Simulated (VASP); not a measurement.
# Pd (Fm-3m) in VASP: further runs

The runs below take Pd through single point, with PBE.

All numbers are computed with VASP 6.6.1; they aren't measurements. Logs are shortened: lines on timing, memory, paths and dates and some standing lists are left out, and cuts for length are marked.

**1. The cell of the first run**

The structure is cubic, space group Fm-3m (No. 225). The conventional cell has a = 3.903 Å, b = 3.903 Å, c = 3.903 Å, α = 90.00°, β = 90.00°, γ = 90.00°. Pd (site symmetry m-3m) has 12 Pd at 2.76 Å within 3.6 Å.

**2. Single point, PBE (volume scaled by 1.01)**

The input, INCAR:

```
PREC = Accurate
ENCUT = 520
EDIFF = 1E-6
ISMEAR = -1
SIGMA = 0.05
LREAL = F
LASPH = T
NELM = 60
ALGO = Normal
ISIF = 2
LWAVE = F
LCHARG = F
GGA = PE
NBANDS = 11
```

The input, KPOINTS:

```
Automatic mesh
0
Gamma
  18 18 18
```

The input, POSCAR:

```
Pd
1.0
    0.0000000000      1.9513615093      1.9513615093
    1.9513615093      0.0000000000      1.9513615093
    1.9513615093      1.9513615093      0.0000000000
Pd
1
Direct
    0.0000000000      0.0000000000      0.0000000000
```

Potentials or basis: VASP PAW PBE potentials, release 64 (Pd).

The run is started by

```console
$ cat potpaw_PBE.64/Pd/POTCAR > POTCAR
$ mpirun -np 1 vasp_std > vasp.out
```

OUTCAR:

```text
PREC = Accurate
   ENCUT = 520
   EDIFF = 1E-6
   ISMEAR = -1
   LREAL = F
   LASPH = T
   NELM = 60
   ISIF = 2
   GGA = PE

 ion  position               nearest neighbor table
   1  0.000  0.000  0.000-

  LATTYP: Found a face centered cubic cell.
 ALAT       =     3.9027230186

  Lattice vectors:

 A1 = (   0.0000000000,   1.9513615093,   1.9513615093)
 A2 = (   1.9513615093,   0.0000000000,   1.9513615093)
 A3 = (   1.9513615093,   1.9513615093,   0.0000000000)

Analysis of symmetry for initial positions (statically):
=====================================================================
 Subroutine PRICEL returns:
 Original cell was already a primitive cell.

 Routine SETGRP: Setting up the symmetry group for a
 face centered cubic supercell.

 Subroutine GETGRP returns: Found 48 space group operations
 (whereof 48 operations were pure point group operations)
 out of a pool of 48 trial point group operations.

The static configuration has the point symmetry O_h .

Analysis of symmetry for dynamics (positions and initial velocities):
=====================================================================
 Subroutine PRICEL returns:
 Original cell was already a primitive cell.

 Routine SETGRP: Setting up the symmetry group for a
 face centered cubic supercell.

 Subroutine GETGRP returns: Found 48 space group operations
 (whereof 48 operations were pure point group operations)
 out of a pool of 48 trial point group operations.

The dynamic configuration has the point symmetry O_h .

 Subroutine INISYM returns: Found 48 space group operations
 (whereof 48 operations are pure point group operations),
 and found     1 'primitive' translations

----------------------------------------------------------------------------------------

                                     Primitive cell

  volume of cell :      14.8608

  direct lattice vectors                    reciprocal lattice vectors
     0.000000000  1.951361509  1.951361509    -0.256231353  0.256231353  0.256231353
     1.951361509  0.000000000  1.951361509     0.256231353 -0.256231353  0.256231353
     1.951361509  1.951361509  0.000000000     0.256231353  0.256231353 -0.256231353

  length of vectors
     2.759641912  2.759641912  2.759641912     0.443805722  0.443805722  0.443805722

  position of ions in fractional coordinates (direct lattice)
     0.000000000  0.000000000  0.000000000

  ion indices of the primitive-cell ions
[... 69 lines left out ...]
   LNONCOLLINEAR =      F non collinear calculations
   LSORBIT =      F    spin-orbit coupling
   LASPH  =      T    aspherical Exc in radial PAW
   ENCUT  =  520.0 eV  38.22 Ry    6.18 a.u.   5.13  5.13  5.13*2*pi/ulx,y,z
   NELM   =     60;   NELMIN=  2; NELMDL= -5     # of ELM steps
   EDIFF  = 0.1E-05   stopping-criterion for ELM
   LREAL  =      F    real-space projection
   EDIFFG = 0.1E-04   stopping-criterion for IOM
   NSW    =      0    number of steps for IOM
   IBRION =     -1    ionic relax: 0-MD 1-quasi-New 2-CG
   NFREE  =      0    steps in history (QN), initial steepest desc. (CG)
   ISIF   =      2    stress and relaxation
   ISYM   =      2    0-nonsym 1-usesym 2-fastsym
   POTIM  = 0.5000    time-step for ionic-motion
   TEBEG  =    0.0;   TEEND  =   0.0 temperature during run
   PSTRESS=    0.0 pullay stress
   NELECT =      10.0000    total number of electrons
   NUPDOWN=      -1.0000    fix difference up-down
   EMIN   =  10.00;   EMAX   =-10.00  energy-range for DOS
   EFERMI =   0.00;   METHOD = LEGACY
   ISMEAR =    -1;   SIGMA  =   0.05  broadening in eV -4-tet -1-fermi 0-gaus
   EFERMI_NEDOS =   21; number of points for ismear=-14 and -15
   IALGO  =     38    algorithm
   IMIX   =      4    mixing-type and parameters
     AMIX     =   0.40;   BMIX     =  1.00
     AMIX_MAG =   1.60;   BMIX_MAG =  1.00
  volume/ion in A,a.u.               =      14.86       100.29
  Fermi-wavevector in a.u.,A,eV,Ry     =   1.434588  2.710978 28.001359  2.058042
  Thomas-Fermi vector in A             =   2.553980
   LORBIT       =      0    0 simple, 1 ext, 2 COOP (PROOUT), +10 PAW based schemes
   GGA     = PE    functional components
[... 5 lines left out ...]
 non-spin polarized calculation
  energy-cutoff  :      520.00
  volume of cell :       14.86
 maximum number of plane-waves:       411
 NGX is ok and might be reduce to    24
   NGX = 11   NGY = 11   NGZ = 11

 number of electron      10.0000000 magnetization

 number of electron       9.9999998 magnetization

 Free energy of the ion-electron system (eV)
  ---------------------------------------------------
  ext. energy  EPLUGINS =         0.00000000
  ---------------------------------------------------
  free energy    TOTEN  =        -5.22259293 eV

  energy without entropy =       -5.20431331  energy(sigma->0) =       -5.21345312

 E-fermi :   9.6573     XC(G=0): -13.1384

 val. band max:        9.6533843115   @ k =  -0.4444   0.3889   0.1111
 cond. band min:       9.6614100922   @ k =  -0.3889   0.3889   0.0556
 fundamental gap:      0.0080257807
 Fermi energy:         9.6572761088

 k-point     1 :       0.0000    0.0000    0.0000
  band No.  band energies     occupation
      1       2.5755      2.00000
      2       6.8513      2.00000
      3       6.8513      2.00000
      4       6.8513      2.00000
      5       8.4420      2.00000
      6       8.4420      2.00000
      7      26.8463      0.00000
      8      31.5810      0.00000
      9      31.5810      0.00000
     10      31.5810      0.00000
     11      35.9043      0.00000
[... 309 lines left out ...]
 k-point    24 :      -0.2222    0.0556    0.0000
  band No.  band energies     occupation
      1       4.2782      2.00000
      2       6.6347      2.00000
      3       7.1727      2.00000
      4       7.2059      2.00000
      5       8.3251      2.00000
      6       8.8449      2.00000
      7      24.5266      0.00000
      8      27.8750      0.00000
      9      31.7778      0.00000
     10      34.1723      0.00000
     11      34.5469      0.00000

 [... further k-points ...]
[... 5 lines left out ...]
  --------------------------------------------------------------------------------------
  -------------------------------------------------------------------------------------
  Total        0.4867824      0.4867824      0.4867824      0.0000000      0.0000000     -0.0000000
  in kB       52.4810204     52.4810204     52.4810204      0.0000000      0.0000000     -0.0000000
  external PRESSURE =      52.4810204 kB  Pullay stress =       0.0000000 kB

 VOLUME and BASIS-vectors are now :
 -----------------------------------------------------------------------------
  energy-cutoff  :      520.00
  volume of cell :       14.86
      direct lattice vectors                 reciprocal lattice vectors
     0.000000000  1.951361509  1.951361509    -0.256231353  0.256231353  0.256231353
     1.951361509  0.000000000  1.951361509     0.256231353 -0.256231353  0.256231353
     1.951361509  1.951361509  0.000000000     0.256231353  0.256231353 -0.256231353

 POSITION                                       TOTAL-FORCE (eV/Angst)
 -----------------------------------------------------------------------------------
      0.00000      0.00000      0.00000         0.000000      0.000000      0.000000
 -----------------------------------------------------------------------------------
    total drift:                               -0.000000      0.000000     -0.000000

  FREE ENERGIE OF THE ION-ELECTRON SYSTEM (eV)
  ---------------------------------------------------
  free  energy   TOTEN  =        -5.2225929335 eV

  energy  without entropy=       -5.2043133101  energy(sigma->0) =       -5.21345312
```

It took 41 s on 1 thread of Intel Xeon 8259CL, shared host; peak memory 0.16 GiB.

What came out:

```yaml
Free_energy: -5.2226 eV
Pressure: 5.2 GPa
Band_gap_on_the_k_mesh: zero (band 5 reaches 9.94 eV, above the bottom of band 6 at 8.38 eV)
```

Levels at points of the mesh, in eV from the Fermi level:
| k point | band 1 | band 2 | band 3 | band 4 | band 5 | band 6 | band 7 | band 8 | band 9 | band 10 |
| --- | --- | --- | --- | --- | --- | --- | --- | --- | --- | --- |
| (0.00, 0.00, 0.00) | -7.08 | -2.81 | -2.81 | -2.81 | -1.22 | -1.22 | 17.19 | 21.92 | 21.92 | 21.92 |
| (0.50, 0.00, 0.00) | -5.24 | -2.85 | -2.85 | -0.03 | -0.03 | 1.03 | 7.26 | 16.54 | 21.03 | 21.03 |
| (0.50, 0.50, 0.00) | -5.33 | -5.05 | -0.06 | 0.28 | 0.28 | 3.35 | 10.69 | 13.17 | 13.17 | 21.47 |

**3. Single point, PBE (volume scaled by 1.02)**

The input, INCAR:

```
SYSTEM = Pd
ALGO     = Normal         ! electronic algorithm
EDIFF    = 1E-7           ! SCF threshold, eV
ENCUT    = 520            ! plane-wave cutoff, eV
GGA      = PE             ! functional
ISIF     = 2              ! what is computed and relaxed
ISMEAR   = -1             ! smearing method
LASPH    = .TRUE.         ! aspherical terms in the spheres
LCHARG   = .FALSE.        ! write CHGCAR
LREAL    = .FALSE.        ! projectors in reciprocal space
LWAVE    = .FALSE.        ! write WAVECAR
NBANDS   = 11             ! bands
NELM     = 80             ! most SCF steps
PREC     = Accurate       ! precision mode
SIGMA    = 0.05           ! smearing width, eV
```

The input, KPOINTS:

```
k-points
0
G
  18 18 18
  0 0 0
```

The input, POSCAR:

```
Pd
1.0
    0.0000000000      1.9577805078      1.9577805078
    1.9577805078      0.0000000000      1.9577805078
    1.9577805078      1.9577805078      0.0000000000
Pd
1
Direct
    0.0000000000      0.0000000000      0.0000000000
```

Potentials or basis: VASP PAW PBE potentials, release 64 (Pd).

The run is started by

```console
$ cat potpaw_PBE.64/Pd/POTCAR > POTCAR
$ mpirun -np 1 vasp_std > vasp.out
```

Wall time 42 s (1 thread of Intel Xeon 8259CL, shared host); peak memory 0.16 GiB.

Results (log left out):

| Quantity | Value |
| --- | --- |
| Free energy | -5.2266 eV |
| Pressure | 3.4 GPa |
| Band gap on the k mesh | zero (band 5 reaches 9.77 eV, above the bottom of band 6 at 8.23 eV) |

Levels at points of the mesh, in eV from the Fermi level:
```tsv
k point	band 1	band 2	band 3	band 4	band 5	band 6	band 7	band 8	band 9	band 10
(0.00, 0.00, 0.00)	-7.01	-2.76	-2.76	-2.76	-1.20	-1.20	17.18	21.86	21.86	21.86
(0.50, 0.00, 0.00)	-5.16	-2.81	-2.81	-0.03	-0.03	1.05	7.18	16.54	20.94	20.94
(0.50, 0.50, 0.00)	-5.25	-4.97	-0.06	0.28	0.28	3.35	10.59	13.12	13.12	21.32
```

**4. Single point, PBE (volume scaled by 1.04)**

The input, INCAR:

```
SYSTEM = Pd
ALGO = Normal
EDIFF = 1E-6
ENCUT = 520
GGA = PE
ISIF = 2
ISMEAR = -1
LASPH = .TRUE.
LCHARG = .FALSE.
LREAL = .FALSE.
LWAVE = .FALSE.
NBANDS = 11
NELM = 80
PREC = Accurate
SIGMA = 0.05
```

KPOINTS is that of step 3.

The input, POSCAR:

```
Pd
1.0
    0.0000000000      1.9704937245      1.9704937245
    1.9704937245      0.0000000000      1.9704937245
    1.9704937245      1.9704937245      0.0000000000
Pd
1
Direct
    0.0000000000      0.0000000000      0.0000000000
```

The run is started by

```console
$ cat potpaw_PBE.64/Pd/POTCAR > POTCAR
$ mpirun -np 1 vasp_std > vasp.out
```

It took 36 s on 1 thread of Intel Xeon 8259CL, shared host; peak memory 0.16 GiB.

It converged, with:

```yaml
Free_energy: -5.2297 eV
Pressure: -0.1 GPa
Band_gap_on_the_k_mesh: zero (band 5 reaches 9.44 eV, above the bottom of band 6 at 7.96 eV)
```

Levels at points of the mesh, in eV from the Fermi level:
```
           k point  band 1  band 2  band 3  band 4  band 5  band 6  band 7  band 8  band 9  band 10
(0.00, 0.00, 0.00)   -6.86   -2.68   -2.68   -2.68   -1.16   -1.16   17.17   21.74   21.74    21.74
(0.50, 0.00, 0.00)   -5.01   -2.72   -2.72   -0.03   -0.03    1.10    7.03   16.52   20.75    20.75
(0.50, 0.50, 0.00)   -5.09   -4.81   -0.06    0.27    0.27    3.35   10.40   13.01   13.01    21.04
```

**5. Overview**

```csv
cell,gap on the mesh (eV),pressure (GPa)
"a = 2.760 Å, angles 60.0°, 1 atom",none,5.2
"a = 2.769 Å, angles 60.0°, 1 atom",none,3.4
"a = 2.787 Å, angles 60.0°, 1 atom",none,-0.1
```

Alike in all rows: task single point; level PBE; potentials or basis VASP PAW PBE potentials, release 64 (Pd); no spin polarisation; k mesh 18 × 18 × 18; cutoff (eV) 520; smearing fermi-dirac 0.05 eV.

Total energies depend on the potentials used, so only differences within one code and one set of settings carry meaning.
